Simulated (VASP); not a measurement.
# Ca (Fm-3m) in VASP: further runs

The runs below take Ca through single point, relaxation of cell and atoms, with r2SCAN.

Program: VASP 6.6.1. These are calculated values, not measurements. Logs are shortened: lines on timing, memory, paths and dates and some standing lists are left out, and cuts for length are marked.

### 1 The cell of the first run

The structure is cubic, space group Fm-3m (No. 225). Conventional cell: a = 5.568 Å, b = 5.568 Å, c = 5.568 Å, α = 90.00°, β = 90.00°, γ = 90.00°. Ca (site symmetry m-3m) has 12 Ca at 3.94 Å within 5.2 Å.

### 2 Single point, r2SCAN

POSCAR

```
Ca
1.0
    0.0000000000      2.7839259470      2.7839259470
    2.7839259470      0.0000000000      2.7839259470
    2.7839259470      2.7839259470      0.0000000000
Ca
1
Direct
    0.0000000000      0.0000000000      0.0000000000
```

INCAR.step1

```
ALGO     = Normal         # electronic algorithm
EDIFF    = 1E-4           # SCF threshold, eV
ENCUT    = 520            # plane-wave cutoff, eV
GGA      = PE             # functional
ISMEAR   = -1             # smearing method
LASPH    = T              # aspherical terms in the spheres
LCHARG   = F              # write CHGCAR
LREAL    = F              # projectors in reciprocal space
LWAVE    = T              # write WAVECAR
NBANDS   = 11             # bands
NELM     = 60             # most SCF steps
PREC     = Accurate       # precision mode
SIGMA    = 0.05           # smearing width, eV
```

INCAR.step2

```
ALGO     = Normal         # electronic algorithm
EDIFF    = 1E-6           # SCF threshold, eV
ENCUT    = 520            # plane-wave cutoff, eV
ISIF     = 2              # what is computed and relaxed
ISMEAR   = -1             # smearing method
ISTART   = 1            
LASPH    = T              # aspherical terms in the spheres
LCHARG   = T              # write CHGCAR
LELF     = T              # ELF
LMIXTAU  = T            
LREAL    = F              # projectors in reciprocal space
LVHAR    = T            
LWAVE    = F              # write WAVECAR
METAGGA  = R2SCAN         # meta-GGA
NBANDS   = 11             # bands
NELM     = 60             # most SCF steps
PREC     = Accurate       # precision mode
SIGMA    = 0.05           # smearing width, eV
```

KPOINTS

```
k-points
0
Gamma
  12 12 12
```

Potentials or basis: VASP PAW PBE potentials, release 64 (Ca_sv).

Launch:

```sh
$ cat potpaw_PBE.64/Ca_sv/POTCAR > POTCAR
$ cp INCAR.step1 INCAR
$ mpirun -np 1 vasp_std > vasp.out
$ cp INCAR.step2 INCAR
$ mpirun -np 1 vasp_std > vasp.out
```

OUTCAR:

```text
EDIFF = 1E-6
   ENCUT = 520
   ISIF = 2
   ISMEAR = -1
   ISTART = 1
   LASPH = T
   LREAL = F
   METAGGA = R2SCAN
   NELM = 60
   PREC = Accurate

 ion  position               nearest neighbor table
   1  0.000  0.000  0.000-

  LATTYP: Found a face centered cubic cell.
 ALAT       =     5.5678518940

  Lattice vectors:

 A1 = (   0.0000000000,   2.7839259470,   2.7839259470)
 A2 = (   2.7839259470,   0.0000000000,   2.7839259470)
 A3 = (   2.7839259470,   2.7839259470,   0.0000000000)

Analysis of symmetry for initial positions (statically):
=====================================================================
 Subroutine PRICEL returns:
 Original cell was already a primitive cell.

 Routine SETGRP: Setting up the symmetry group for a
 face centered cubic supercell.

 Subroutine GETGRP returns: Found 48 space group operations
 (whereof 48 operations were pure point group operations)
 out of a pool of 48 trial point group operations.

The static configuration has the point symmetry O_h .

Analysis of symmetry for dynamics (positions and initial velocities):
=====================================================================
 Subroutine PRICEL returns:
 Original cell was already a primitive cell.

 Routine SETGRP: Setting up the symmetry group for a
 face centered cubic supercell.

 Subroutine GETGRP returns: Found 48 space group operations
 (whereof 48 operations were pure point group operations)
 out of a pool of 48 trial point group operations.

The dynamic configuration has the point symmetry O_h .

 Subroutine INISYM returns: Found 48 space group operations
 (whereof 48 operations are pure point group operations),
 and found     1 'primitive' translations

----------------------------------------------------------------------------------------

                                     Primitive cell

  volume of cell :      43.1522

  direct lattice vectors                    reciprocal lattice vectors
     0.000000000  2.783925947  2.783925947    -0.179602478  0.179602478  0.179602478
     2.783925947  0.000000000  2.783925947     0.179602478 -0.179602478  0.179602478
     2.783925947  2.783925947  0.000000000     0.179602478  0.179602478 -0.179602478

  length of vectors
     3.937065831  3.937065831  3.937065831     0.311080618  0.311080618  0.311080618

  position of ions in fractional coordinates (direct lattice)
     0.000000000  0.000000000  0.000000000

  ion indices of the primitive-cell ions
   primitive index   ion index
                 1           1

----------------------------------------------------------------------------------------

 KPOINTS: k-points

Automatic generation of k-mesh.
 Grid dimensions read from file:
 generate k-points for:   12   12   12

 Generating k-lattice:

  Cartesian coordinates                     Fractional coordinates (reciprocal lattice)
    -0.014966873  0.014966873  0.014966873     0.083333333  0.000000000  0.000000000
     0.014966873 -0.014966873  0.014966873     0.000000000  0.083333333  0.000000000
     0.014966873  0.014966873 -0.014966873     0.000000000  0.000000000  0.083333333

  Length of vectors
     0.025923385  0.025923385  0.025923385

  Shift w.r.t. Gamma in fractional coordinates (k-lattice)
     0.000000000  0.000000000  0.000000000

 Subroutine IBZKPT returns following result:
 ===========================================

 Found     72 irreducible k-points:

 Following reciprocal coordinates:
            Coordinates               Weight
  0.000000  0.000000  0.000000      1.000000
  0.083333  0.000000  0.000000      8.000000
  0.166667  0.000000  0.000000      8.000000
  0.250000  0.000000  0.000000      8.000000
  0.333333  0.000000  0.000000      8.000000
  0.416667  0.000000  0.000000      8.000000
[... 16 lines left out ...]
  0.500000  0.166667  0.000000     24.000000
 -0.416667  0.166667  0.000000     24.000000
 [... further k-points ...]
   k-points           NKPTS =     72   k-points in BZ     NKDIM =     72   number of bands    NBANDS=     11
   number of dos      NEDOS =    301   number of ions     NIONS =      1
   total plane-waves  NPLWV =  27000
   dimension x,y,z NGX =    30 NGY =   30 NGZ =   30
   dimension x,y,z NGXF=    60 NGYF=   60 NGZF=   60
   ions per type =               1
   NGX,Y,Z   is equivalent  to a cutoff of  12.67, 12.67, 12.67 a.u.
   NGXF,Y,Z  is equivalent  to a cutoff of  25.34, 25.34, 25.34 a.u.
 SYSTEM =  unknown system
   PREC   = accura    normal or accurate (medium, high low for compatibility)
   ISTART =      1    job   : 0-new  1-cont  2-samecut
   ICHARG =      0    charge: 1-file 2-atom 10-const
   ISPIN  =      1    spin polarized calculation?
   LNONCOLLINEAR =      F non collinear calculations
   LSORBIT =      F    spin-orbit coupling
   LASPH  =      T    aspherical Exc in radial PAW
   ENCUT  =  520.0 eV  38.22 Ry    6.18 a.u.   7.32  7.32  7.32*2*pi/ulx,y,z
   NELM   =     60;   NELMIN=  2; NELMDL=  0     # of ELM steps
   EDIFF  = 0.1E-05   stopping-criterion for ELM
   LREAL  =      F    real-space projection
   EDIFFG = 0.1E-04   stopping-criterion for IOM
   NSW    =      0    number of steps for IOM
   IBRION =     -1    ionic relax: 0-MD 1-quasi-New 2-CG
   NFREE  =      0    steps in history (QN), initial steepest desc. (CG)
   ISIF   =      2    stress and relaxation
   ISYM   =      2    0-nonsym 1-usesym 2-fastsym
   POTIM  = 0.5000    time-step for ionic-motion
   TEBEG  =    0.0;   TEEND  =   0.0 temperature during run
   PSTRESS=    0.0 pullay stress
   NELECT =      10.0000    total number of electrons
   NUPDOWN=      -1.0000    fix difference up-down
   EMIN   =  10.00;   EMAX   =-10.00  energy-range for DOS
   EFERMI =   0.00;   METHOD = LEGACY
   ISMEAR =    -1;   SIGMA  =   0.05  broadening in eV -4-tet -1-fermi 0-gaus
   EFERMI_NEDOS =   21; number of points for ismear=-14 and -15
   IALGO  =     38    algorithm
   IMIX   =      4    mixing-type and parameters
     AMIX     =   0.40;   BMIX     =  1.00
     AMIX_MAG =   1.60;   BMIX_MAG =  1.00
  volume/ion in A,a.u.               =      43.15       291.21
  Fermi-wavevector in a.u.,A,eV,Ry     =   1.005558  1.900229 13.757490  1.011147
  Thomas-Fermi vector in A             =   2.138245
   LORBIT       =      0    0 simple, 1 ext, 2 COOP (PROOUT), +10 PAW based schemes
   METAGGA = R2SCAN    functional components
   LHFCALC =     F    Hartree Fock is set to
   AEXX    =    0.0000 exact exchange contribution
   IVDW    =     0    specifies the selected vdW correction
   LEPSILON=     F    determine dielectric tensor
   LRPA    =     F    only Hartree local field effects (RPA)
 non-spin polarized calculation
  energy-cutoff  :      520.00
  volume of cell :       43.15
 maximum number of plane-waves:      1211
 NGX is ok and might be reduce to    30
   NGX = 15   NGY = 15   NGZ = 15

 number of electron       9.9999998 magnetization

 Free energy of the ion-electron system (eV)
  ---------------------------------------------------
  ext. energy  EPLUGINS =         0.00000000
  ---------------------------------------------------
  free energy    TOTEN  =        -7.03555634 eV

  energy without entropy =       -7.02485071  energy(sigma->0) =       -7.03020352

 E-fermi :   1.9113     XC(G=0):  -8.1466

 val. band max:        1.8952324992   @ k =  -0.3333   0.3333   0.1667
 cond. band min:       1.9602114351   @ k =  -0.4167   0.2500   0.0833
 fundamental gap:      0.0649789360
 Fermi energy:         1.9112755901

 k-point     1 :       0.0000    0.0000    0.0000
  band No.  band energies     occupation
      1     -41.9200      2.00000
      2     -21.9509      2.00000
      3     -21.9509      2.00000
      4     -21.9508      2.00000
      5      -2.3386      2.00000
      6       4.5863      0.00000
      7       4.5863      0.00000
      8       4.5863      0.00000
      9       5.6892      0.00000
     10       5.6892      0.00000
     11      11.4180      0.00000

 k-point     2 :       0.0833    0.0000    0.0000
  band No.  band energies     occupation
      1     -41.9191      2.00000
      2     -21.9600      2.00000
      3     -21.9521      2.00000
      4     -21.9520      2.00000
      5      -2.2150      2.00000
      6       4.4424      0.00000
      7       4.6322      0.00000
      8       4.6322      0.00000
      9       5.6475      0.00000
     10       5.6475      0.00000
     11      11.5529      0.00000

 k-point     3 :       0.1667    0.0000    0.0000
  band No.  band energies     occupation
      1     -41.9168      2.00000
      2     -21.9850      2.00000
      3     -21.9554      2.00000
      4     -21.9554      2.00000
      5      -1.8524      2.00000
      6       4.0633      0.00000
      7       4.7206      0.00000
      8       4.7206      0.00000
      9       5.5922      0.00000
     10       5.5922      0.00000
     11      11.0364      0.00000

 k-point     4 :       0.2500    0.0000    0.0000
  band No.  band energies     occupation
      1     -41.9135      2.00000
      2     -22.0190      2.00000
      3     -21.9601      2.00000
      4     -21.9600      2.00000
      5      -1.2744      2.00000
      6       3.5397      0.00000
      7       4.7158      0.00000
      8       4.7159      0.00000
      9       5.6951      0.00000
     10       5.6951      0.00000
     11       9.7089      0.00000
[... 239 lines left out ...]
 k-point    22 :       0.4167    0.1667    0.0000
  band No.  band energies     occupation
      1     -41.9076      2.00000
      2     -22.0577      2.00000
      3     -21.9819      2.00000
      4     -21.9768      2.00000
      5       0.1170      2.00000
      6       2.7356      0.00000
      7       4.0511      0.00000
      8       4.8529      0.00000
      9       5.9603      0.00000
     10       6.3569      0.00000
     11       8.2343      0.00000

 k-point    23 :       0.5000    0.1667    0.0000
  band No.  band energies     occupation
      1     -41.9059      2.00000
      2     -22.0721      2.00000
      3     -21.9891      2.00000
      4     -21.9769      2.00000
      5       0.9579      2.00000
      6       2.0754      0.07239
      7       3.9409      0.00000
      8       4.7604      0.00000
      9       6.3837      0.00000
     10       6.4183      0.00000
     11       7.5071      0.00000

 k-point    24 :      -0.4167    0.1667    0.0000
  band No.  band energies     occupation
      1     -41.9057      2.00000
      2     -22.0733      2.00000
      3     -21.9935      2.00000
      4     -21.9742      2.00000
      5       1.2174      2.00000
      6       1.8671      1.41520
      7       3.8983      0.00000
      8       4.7272      0.00000
      9       6.2302      0.00000
     10       6.6178      0.00000
     11       7.4655      0.00000

 [... further k-points ...]

------------------------ aborting loop because EDIFF is reached ----------------------------------------

  FORCE on cell =-STRESS in cart. coord.  units (eV):
  Direction    XX          YY          ZZ          XY          YZ          ZX
  --------------------------------------------------------------------------------------
  -------------------------------------------------------------------------------------
  Total        0.0127450      0.0127450      0.0127450      0.0000000      0.0000000     -0.0000000
  in kB        0.4732045      0.4732045      0.4732045      0.0000000      0.0000000     -0.0000000
  external PRESSURE =       0.4732045 kB  Pullay stress =       0.0000000 kB

 VOLUME and BASIS-vectors are now :
 -----------------------------------------------------------------------------
  energy-cutoff  :      520.00
  volume of cell :       43.15
      direct lattice vectors                 reciprocal lattice vectors
     0.000000000  2.783925947  2.783925947    -0.179602478  0.179602478  0.179602478
     2.783925947  0.000000000  2.783925947     0.179602478 -0.179602478  0.179602478
     2.783925947  2.783925947  0.000000000     0.179602478  0.179602478 -0.179602478

 POSITION                                       TOTAL-FORCE (eV/Angst)
 -----------------------------------------------------------------------------------
      0.00000      0.00000      0.00000         0.000000      0.000000      0.000000
 -----------------------------------------------------------------------------------
    total drift:                               -0.000000     -0.000000     -0.000000

  FREE ENERGIE OF THE ION-ELECTRON SYSTEM (eV)
  ---------------------------------------------------
  free  energy   TOTEN  =        -7.0355563369 eV

  energy  without entropy=       -7.0248507066  energy(sigma->0) =       -7.03020352
```

It took 3 min on 1 thread of AMD EPYC 7R13, shared host; peak memory 0.16 GiB.

Results:

- Free energy: -7.0356 eV
- Pressure: 0.0 GPa
- Band gap on the k mesh: zero (band 5 reaches 2.18 eV, above the bottom of band 6 at 1.61 eV)

Levels at points of the mesh, in eV from the Fermi level:
```tsv
k point	band 1	band 2	band 3	band 4	band 5	band 6	band 7	band 8	band 9	band 10
(0.00, 0.00, 0.00)	-43.83	-23.86	-23.86	-23.86	-4.25	2.68	2.68	2.68	3.78	3.78
(0.50, 0.00, 0.00)	-43.82	-24.00	-23.88	-23.88	-0.94	-0.30	2.54	2.54	4.48	4.48
(0.50, 0.50, 0.00)	-43.81	-23.99	-23.91	-23.91	-0.38	0.77	0.90	4.47	4.67	4.67
```

Caveat: the PAW data sets were made with another functional, which shifts forces and pressure a little.

[end of part 1 of 2]
